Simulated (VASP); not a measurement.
## Rb2YAgF6: single point with LDA

The system is Rb2YAgF6.

```
Rb Y Ag F
1.0
     9.17737    0.00000    0.00000
     0.00000    9.17737    0.00000
     0.00000    0.00000    9.17737
Rb Y Ag F
8 4 4 24
Direct
  0.72243 0.69926 0.83537
  0.22755 0.24458 0.26044
  0.24056 0.28416 0.76678
  0.80317 0.78383 0.25028
  0.28637 0.71434 0.28906
  0.78808 0.22731 0.77303
  0.75476 0.24277 0.19628
  0.29736 0.77874 0.76490
  0.51590 0.49651 0.48673
  0.99562 0.98209 0.49124
  0.00875 0.49413 0.98813
  0.49531 0.01507 0.98988
  0.99486 0.97041 0.99006
  0.45484 0.49542 0.01613
  0.50825 0.03239 0.46798
  0.95535 0.51794 0.52049
  0.27551 0.46476 0.48690
  0.45153 0.44243 0.26082
  0.74283 0.46470 0.42333
  0.49558 0.28540 0.54626
  0.54048 0.75507 0.47158
  0.49884 0.61126 0.69419
  0.77057 0.00275 0.39197
  0.04381 0.06740 0.29018
  0.22542 0.93045 0.51622
  0.00218 0.76180 0.45663
  0.96842 0.21392 0.53166
  0.91016 0.93615 0.70700
  0.76441 0.47098 0.00416
  0.93171 0.51796 0.75978
  0.22317 0.55119 0.95006
  0.02659 0.24796 0.95806
  0.98866 0.74622 0.02757
  0.07292 0.47741 0.20186
  0.22761 0.01803 0.97303
  0.45296 0.04227 0.75673
  0.72193 0.97308 0.94498
  0.51081 0.79538 0.05264
  0.55072 0.27144 0.99650
  0.48146 0.02970 0.22185
```

| Quantity | Value |
| --- | --- |
| Program | VASP 6.6.1 |
| Task | single point |
| Functional | LDA |
| Potentials or basis | VASP PAW LDA potentials, release 64 (Rb_sv, Y_sv, Ag, F) |
| Cutoff | 520 eV |
| k mesh | 1 × 1 × 1 |
| Occupations | fermi-dirac, width 0.05 eV |
| Spin | no spin polarisation |
| Dipole correction | no |
| Further INCAR settings | LREAL = Auto; ALGO = Normal; EDIFF = 1e-06; NBANDS = 190 |

| Property | Result |
| --- | --- |
| Pressure | -2.6 GPa |
| Largest force | 2.043 eV/Å |
| Band gap on the k mesh | 2.40 eV |

Forces on the atoms (eV/Å):
```
Rb   0.144  0.707 -0.279
Rb   0.857  0.533  0.108
Rb   0.429 -0.400 -0.677
Rb  -0.736 -0.825 -0.448
Rb  -0.249  0.275  0.075
Rb  -0.178 -0.217 -0.292
Rb   0.186 -0.028  0.661
Rb  -0.512  0.424 -0.323
Y   -0.549  1.659 -0.355
Y   -0.562  1.279  1.439
Y   -1.709  0.240 -0.003
Y   -0.613  0.894 -0.231
Ag  -0.177  1.188 -0.478
Ag   0.380 -0.045  0.128
Ag   0.071 -0.446  0.453
Ag   0.534 -0.132 -0.378
F    0.239  0.523  0.327
F    0.474  0.540  0.031
F   -0.556  0.037 -0.116
F    0.295 -1.207  0.466
F   -0.238 -0.674 -0.898
F    0.076 -1.325  0.274
F    0.091  0.452  0.568
F   -0.518 -0.699 -1.286
F    0.086  0.404  0.039
F   -0.177 -1.666 -0.478
F    0.282  0.292  0.608
F    0.281  0.258  0.094
F    0.947  0.146  0.286
F    0.570 -0.302  0.553
F    0.925 -0.098 -0.475
F   -0.328  1.082  0.196
F   -0.182 -2.033 -0.086
F   -0.300  0.089  0.346
F    1.703  0.038  0.082
F    0.229 -0.166  0.635
F   -0.261  0.596  0.560
F   -0.356 -0.593 -0.491
F   -0.566 -1.281 -0.310
F   -0.033  0.482 -0.323
```

Stress tensor (GPa, compression positive):
```
-3.05  0.32 -0.23
 0.32 -2.93 -0.19
-0.23 -0.19 -1.79
```

Levels at points of the mesh, in eV from the valence-band top:
| k point | band 161 | band 162 | band 163 | band 164 | band 165 | band 166 | band 167 | band 168 |
| --- | --- | --- | --- | --- | --- | --- | --- | --- |
| (0.00, 0.00, 0.00) | -0.46 | -0.31 | -0.17 | 0.00 | 2.40 | 3.33 | 3.74 | 3.90 |

It took 7.6 min on 1 thread of Oxide Virtual Turin-like Processor, with other jobs on the host, peak memory 0.49 GiB.

Caveat: the k points lie up to 0.68 Å⁻¹ apart; forces of over 1 eV/Å act on the atoms, so gaps and moduli don't describe the material at rest. A k mesh can miss the band edges.
